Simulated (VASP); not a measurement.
# Hg2O3 (Pn-3m) in VASP: notebook

Hg2O3 is run at these levels: PBE; tasks: single point.

All numbers are computed with VASP 6.6.1; they aren't measurements. Logs are shortened: lines on timing, memory, paths and dates and some standing lists are left out, and cuts for length are marked.

## 1. The cell of the first run

Symmetry: Pn-3m, No. 224, cubic system. Conventional cell: a = 5.235 Å, b = 5.235 Å, c = 5.235 Å, α = 90.00°, β = 90.00°, γ = 90.00°. Hg (site symmetry -3m) has 6 O at 2.27 Å within 3.0 Å. O (site symmetry -42m) has 4 Hg at 2.27 Å and 4 O at 2.62 Å within 3.0 Å.

## 2. Single point, PBE

INCAR

```
SYSTEM = Hg2O3
PREC = Accurate
ENCUT = 520
EDIFF = 1E-7
ISMEAR = -1
SIGMA = 0.06122561905347299
LREAL = .FALSE.
LASPH = .TRUE.
NELM = 100
ALGO = Normal
ISIF = 2
LWAVE = .FALSE.
LCHARG = .FALSE.
GGA = PE
NBANDS = 53
```

KPOINTS

```
regular mesh
0
G
  7 7 7
  0 0 0
```

POSCAR

```
Hg2O3
1.0
    5.2353481848      0.0000000000      0.0000000000
    0.0000000000      5.2353481848      0.0000000000
    0.0000000000      0.0000000000      5.2353481848
Hg O
4 6
Direct
    0.2500000000      0.2500000000      0.2500000000
    0.7500000000      0.7500000000      0.2500000000
    0.7500000000      0.2500000000      0.7500000000
    0.2500000000      0.7500000000      0.7500000000
    0.5000000000      0.0000000000      0.0000000000
    0.0000000000      0.5000000000      0.0000000000
    0.0000000000      0.0000000000      0.5000000000
    0.5000000000      0.5000000000      0.0000000000
    0.5000000000      0.0000000000      0.5000000000
    0.0000000000      0.5000000000      0.5000000000
```

Potentials or basis: VASP PAW PBE potentials, release 64 (Hg, O).

The run is started by

```
cat potpaw_PBE.64/Hg/POTCAR potpaw_PBE.64/O/POTCAR > POTCAR
mpirun -np 1 vasp_std > vasp.out
```

OUTCAR:

```text
SYSTEM = Hg2O3
   PREC = Accurate
   ENCUT = 520
   EDIFF = 1E-7
   ISMEAR = -1
   LREAL = .FALSE.
   LASPH = .TRUE.
   NELM = 100
   ISIF = 2
   GGA = PE

 ion  position               nearest neighbor table
   1  0.250  0.250  0.250-   5 2.27   6 2.27   7 2.27   8 2.27   9 2.27  10 2.27   2 3.70   3 3.70
                             4 3.70   3 3.70   4 3.70   2 3.70   4 3.70   4 3.70   2 3.70   3 3.70
   2  0.750  0.750  0.250-   5 2.27   6 2.27   7 2.27   8 2.27   9 2.27  10 2.27   1 3.70   3 3.70
                             4 3.70   3 3.70   4 3.70   1 3.70   3 3.70   3 3.70   1 3.70   4 3.70
   3  0.750  0.250  0.750-   5 2.27   6 2.27   7 2.27   8 2.27   9 2.27  10 2.27   1 3.70   2 3.70
                             4 3.70   1 3.70   2 3.70   2 3.70   4 3.70   2 3.70   1 3.70   4 3.70
   4  0.250  0.750  0.750-   5 2.27   6 2.27   7 2.27   8 2.27   9 2.27  10 2.27   1 3.70   2 3.70
                             3 3.70   1 3.70   2 3.70   1 3.70   3 3.70   1 3.70   2 3.70   3 3.70
   5  0.500  0.000  0.000-   1 2.27   2 2.27   3 2.27   4 2.27
   6  0.000  0.500  0.000-   1 2.27   2 2.27   3 2.27   4 2.27
   7  0.000  0.000  0.500-   1 2.27   2 2.27   3 2.27   4 2.27
   8  0.500  0.500  0.000-   1 2.27   2 2.27   3 2.27   4 2.27
   9  0.500  0.000  0.500-   1 2.27   2 2.27   3 2.27   4 2.27
  10  0.000  0.500  0.500-   1 2.27   2 2.27   3 2.27   4 2.27

  LATTYP: Found a simple cubic cell.
 ALAT       =     5.2353481848

  Lattice vectors:

 A1 = (   5.2353481848,   0.0000000000,   0.0000000000)
 A2 = (   0.0000000000,   5.2353481848,   0.0000000000)
 A3 = (   0.0000000000,   0.0000000000,   5.2353481848)

Analysis of symmetry for initial positions (statically):
=====================================================================
 Subroutine PRICEL returns:
 Original cell was already a primitive cell.

 Routine SETGRP: Setting up the symmetry group for a
 simple cubic supercell.

 Subroutine GETGRP returns: Found 48 space group operations
 (whereof 24 operations were pure point group operations)
 out of a pool of 48 trial point group operations.

The static configuration has the point symmetry T_d .
 The point group associated with its full space group is O_h .

Analysis of symmetry for dynamics (positions and initial velocities):
=====================================================================
 Subroutine PRICEL returns:
 Original cell was already a primitive cell.

 Routine SETGRP: Setting up the symmetry group for a
 simple cubic supercell.

 Subroutine GETGRP returns: Found 48 space group operations
 (whereof 24 operations were pure point group operations)
 out of a pool of 48 trial point group operations.

The dynamic configuration has the point symmetry T_d .
 The point group associated with its full space group is O_h .

 Subroutine INISYM returns: Found 48 space group operations
 (whereof 24 operations are pure point group operations),
 and found     1 'primitive' translations

----------------------------------------------------------------------------------------

                                     Primitive cell

  volume of cell :     143.4950

  direct lattice vectors                    reciprocal lattice vectors
     5.235348185  0.000000000  0.000000000     0.191009263  0.000000000  0.000000000
     0.000000000  5.235348185  0.000000000     0.000000000  0.191009263  0.000000000
     0.000000000  0.000000000  5.235348185     0.000000000  0.000000000  0.191009263

  length of vectors
     5.235348185  5.235348185  5.235348185     0.191009263  0.191009263  0.191009263

  position of ions in fractional coordinates (direct lattice)
     0.250000000  0.250000000  0.250000000
     0.750000000  0.750000000  0.250000000
     0.750000000  0.250000000  0.750000000
     0.250000000  0.750000000  0.750000000
     0.500000000  0.000000000  0.000000000
     0.000000000  0.500000000  0.000000000
     0.000000000  0.000000000  0.500000000
     0.500000000  0.500000000  0.000000000
     0.500000000  0.000000000  0.500000000
     0.000000000  0.500000000  0.500000000

  ion indices of the primitive-cell ions
   primitive index   ion index
                 1           1
                 2           2
                 3           3
                 4           4
                 5           5
                 6           6
                 7           7
                 8           8
                 9           9
                10          10

----------------------------------------------------------------------------------------

 KPOINTS: regular mesh

Automatic generation of k-mesh.
 Grid dimensions read from file:
 generate k-points for:    7    7    7

 Generating k-lattice:

  Cartesian coordinates                     Fractional coordinates (reciprocal lattice)
     0.027287038  0.000000000  0.000000000     0.142857143  0.000000000  0.000000000
     0.000000000  0.027287038  0.000000000     0.000000000  0.142857143  0.000000000
     0.000000000  0.000000000  0.027287038     0.000000000  0.000000000  0.142857143

  Length of vectors
     0.027287038  0.027287038  0.027287038

  Shift w.r.t. Gamma in fractional coordinates (k-lattice)
     0.000000000  0.000000000  0.000000000

 Subroutine IBZKPT returns following result:
 ===========================================

 Found     20 irreducible k-points:

 Following reciprocal coordinates:
            Coordinates               Weight
  0.000000  0.000000  0.000000      1.000000
  0.142857  0.000000  0.000000      6.000000
  0.285714  0.000000  0.000000      6.000000
  0.428571  0.000000  0.000000      6.000000
  0.142857  0.142857  0.000000     12.000000
  0.285714  0.142857  0.000000     24.000000
[... 12 lines left out ...]
  0.428571  0.428571  0.285714     24.000000
  0.428571  0.428571  0.428571      8.000000
   k-points           NKPTS =     20   k-points in BZ     NKDIM =     20   number of bands    NBANDS=     53
   number of dos      NEDOS =    301   number of ions     NIONS =     10
   total plane-waves  NPLWV =  64000
   dimension x,y,z NGX =    40 NGY =   40 NGZ =   40
   dimension x,y,z NGXF=    80 NGYF=   80 NGZF=   80
   ions per type =               4   6
   NGX,Y,Z   is equivalent  to a cutoff of  12.70, 12.70, 12.70 a.u.
   NGXF,Y,Z  is equivalent  to a cutoff of  25.40, 25.40, 25.40 a.u.
 SYSTEM =  Hg2O3
   PREC   = accura    normal or accurate (medium, high low for compatibility)
   ISTART =      0    job   : 0-new  1-cont  2-samecut
   ICHARG =      2    charge: 1-file 2-atom 10-const
   ISPIN  =      1    spin polarized calculation?
   LNONCOLLINEAR =      F non collinear calculations
   LSORBIT =      F    spin-orbit coupling
   LASPH  =      T    aspherical Exc in radial PAW
   ENCUT  =  520.0 eV  38.22 Ry    6.18 a.u.   9.73  9.73  9.73*2*pi/ulx,y,z
   NELM   =    100;   NELMIN=  2; NELMDL= -5     # of ELM steps
   EDIFF  = 0.1E-06   stopping-criterion for ELM
   LREAL  =      F    real-space projection
   EDIFFG = 0.1E-05   stopping-criterion for IOM
   NSW    =      0    number of steps for IOM
   IBRION =     -1    ionic relax: 0-MD 1-quasi-New 2-CG
   NFREE  =      0    steps in history (QN), initial steepest desc. (CG)
   ISIF   =      2    stress and relaxation
   ISYM   =      2    0-nonsym 1-usesym 2-fastsym
   POTIM  = 0.5000    time-step for ionic-motion
   TEBEG  =    0.0;   TEEND  =   0.0 temperature during run
   PSTRESS=    0.0 pullay stress
   NELECT =      84.0000    total number of electrons
   NUPDOWN=      -1.0000    fix difference up-down
   EMIN   =  10.00;   EMAX   =-10.00  energy-range for DOS
   EFERMI =   0.00;   METHOD = LEGACY
   ISMEAR =    -1;   SIGMA  =   0.06  broadening in eV -4-tet -1-fermi 0-gaus
   EFERMI_NEDOS =   21; number of points for ismear=-14 and -15
   IALGO  =     38    algorithm
   IMIX   =      4    mixing-type and parameters
     AMIX     =   0.40;   BMIX     =  1.00
     AMIX_MAG =   1.60;   BMIX_MAG =  1.00
  volume/ion in A,a.u.               =      14.35        96.84
  Fermi-wavevector in a.u.,A,eV,Ry     =   1.369480  2.587942 25.517392  1.875475
  Thomas-Fermi vector in A             =   2.495352
   LORBIT       =      0    0 simple, 1 ext, 2 COOP (PROOUT), +10 PAW based schemes
   GGA     = PE    functional components
   LHFCALC =     F    Hartree Fock is set to
   AEXX    =    0.0000 exact exchange contribution
   IVDW    =     0    specifies the selected vdW correction
   LEPSILON=     F    determine dielectric tensor
   LRPA    =     F    only Hartree local field effects (RPA)
 non-spin polarized calculation
  energy-cutoff  :      520.00
  volume of cell :      143.49
 maximum number of plane-waves:      3887
 NGX is ok and might be reduce to    40
   NGX = 19   NGY = 19   NGZ = 19

 number of electron      83.9999995 magnetization

 Free energy of the ion-electron system (eV)
  ---------------------------------------------------
  ext. energy  EPLUGINS =         0.00000000
  ---------------------------------------------------
  free energy    TOTEN  =       -28.03505727 eV

  energy without entropy =      -27.85879093  energy(sigma->0) =      -27.94692410

 E-fermi :   1.8296     XC(G=0): -10.7146

 val. band max:        1.8204966070   @ k =   0.1429   0.1429   0.0000
 cond. band min:       1.8314079699   @ k =   0.4286   0.2857   0.2857
 fundamental gap:      0.0109113629
 Fermi energy:         1.8296477058

 k-point     1 :       0.0000    0.0000    0.0000
  band No.  band energies     occupation
      1     -16.7646      2.00000
      2     -15.8176      2.00000
      3     -15.8176      2.00000
      4     -15.4277      2.00000
      5     -15.4277      2.00000
      6     -14.7652      2.00000
[... 45 lines left out ...]
     52      11.8204      0.00000
     53      11.8204      0.00000
[... 1062 lines left out ...]
     52       8.2953      0.00000
     53      13.0016      0.00000

------------------------ aborting loop because EDIFF is reached ----------------------------------------

  FORCE on cell =-STRESS in cart. coord.  units (eV):
  Direction    XX          YY          ZZ          XY          YZ          ZX
  --------------------------------------------------------------------------------------
  -------------------------------------------------------------------------------------
  Total        8.0307838      8.0307838      8.0307838     -0.0000000      0.0000000     -0.0000000
  in kB       89.6668280     89.6668280     89.6668280     -0.0000000      0.0000000     -0.0000000
  external PRESSURE =      89.6668280 kB  Pullay stress =       0.0000000 kB

 VOLUME and BASIS-vectors are now :
 -----------------------------------------------------------------------------
  energy-cutoff  :      520.00
  volume of cell :      143.49
      direct lattice vectors                 reciprocal lattice vectors
     5.235348185  0.000000000  0.000000000     0.191009263  0.000000000  0.000000000
     0.000000000  5.235348185  0.000000000     0.000000000  0.191009263  0.000000000
     0.000000000  0.000000000  5.235348185     0.000000000  0.000000000  0.191009263

 POSITION                                       TOTAL-FORCE (eV/Angst)
 -----------------------------------------------------------------------------------
      1.30884      1.30884      1.30884        -0.000000      0.000000     -0.000000
      3.92651      3.92651      1.30884         0.000000      0.000000     -0.000000
      3.92651      1.30884      3.92651        -0.000000     -0.000000      0.000000
      1.30884      3.92651      3.92651        -0.000000     -0.000000     -0.000000
      2.61767      0.00000      0.00000         0.000000     -0.000000      0.000000
      0.00000      2.61767      0.00000         0.000000     -0.000000      0.000000
      0.00000      0.00000      2.61767         0.000000      0.000000      0.000000
      2.61767      2.61767      0.00000         0.000000     -0.000000      0.000000
      2.61767      0.00000      2.61767         0.000000     -0.000000      0.000000
      0.00000      2.61767      2.61767         0.000000      0.000000      0.000000
 -----------------------------------------------------------------------------------
    total drift:                               -0.000000      0.000000     -0.000000

  FREE ENERGIE OF THE ION-ELECTRON SYSTEM (eV)
  ---------------------------------------------------
  free  energy   TOTEN  =       -28.0350572654 eV

  energy  without entropy=      -27.8587909274  energy(sigma->0) =      -27.94692410
```

It took 63 s on 1 thread of Intel Xeon 6975P-C (Granite Rapids), shared host; peak memory 0.29 GiB.

Results:

```
Free energy            : -28.0351 eV
Pressure               : 9.0 GPa
Band gap on the k mesh : zero (bands 42 and 43 overlap by 0.12 eV)
```

Levels at points of the mesh, in eV from the Fermi level:
| k point | band 38 | band 39 | band 40 | band 41 | band 42 | band 43 | band 44 | band 45 | band 46 | band 47 |
| --- | --- | --- | --- | --- | --- | --- | --- | --- | --- | --- |
| (0.00, 0.00, 0.00) | -0.95 | -0.15 | 0.12 | 0.12 | 0.12 | 0.32 | 0.32 | 0.32 | 2.52 | 5.10 |

Caveat: the cell stands under pressure; semilocal functionals underestimate gaps, so a narrow gap can read as zero; spin-orbit coupling is left out, which moves the levels of the heavy elements.

## 3. Single point, PBE

This run uses another cell than the first one, of 14.65 Å³/atom.

INCAR

```
PREC = Accurate ; ENCUT = 520
EDIFF = 1E-6 ; ISMEAR = -1
SIGMA = 0.06122561905347299 ; LREAL = False
LASPH = True ; NELM = 80
ALGO = Normal ; ISIF = 2
LWAVE = False ; LCHARG = False
GGA = PE ; NBANDS = 53
```

KPOINTS

```
Automatic mesh
0
Gamma
  7 7 7
```

Changes to POSCAR since step 2:

```diff
@@ -2,5 +2,5 @@
 1.0
-    5.2353481848      0.0000000000      0.0000000000
-    0.0000000000      5.2353481848      0.0000000000
-    0.0000000000      0.0000000000      5.2353481848
+    5.2722180488      0.0000000000      0.0000000000
+    0.0000000000      5.2722180488      0.0000000000
+    0.0000000000      0.0000000000      5.2722180488
 Hg O
```

Potentials or basis: VASP PAW PBE potentials, release 64 (Hg, O).

The run is started by

```
cat potpaw_PBE.64/Hg/POTCAR potpaw_PBE.64/O/POTCAR > POTCAR
mpirun -np 1 vasp_std > vasp.out
```

It took 56 s on 1 thread of Intel Xeon 6975P-C (Granite Rapids), shared host; peak memory 0.29 GiB.

The run converged. Its results:

```
Free energy            : -28.1818 eV
Pressure               : 6.1 GPa
Band gap on the k mesh : zero (bands 42 and 43 overlap by 0.11 eV)
```

Levels at points of the mesh, in eV from the Fermi level:
| k point | band 40 | band 41 | band 42 | band 43 | band 44 | band 45 |
| --- | --- | --- | --- | --- | --- | --- |
| (0.00, 0.00, 0.00) | 0.11 | 0.11 | 0.11 | 0.32 | 0.32 | 0.32 |

Caveat: the cell stands under pressure; semilocal functionals underestimate gaps, so a narrow gap can read as zero; spin-orbit coupling is left out, which moves the levels of the heavy elements.

(Part 1 of 2 ends here.)
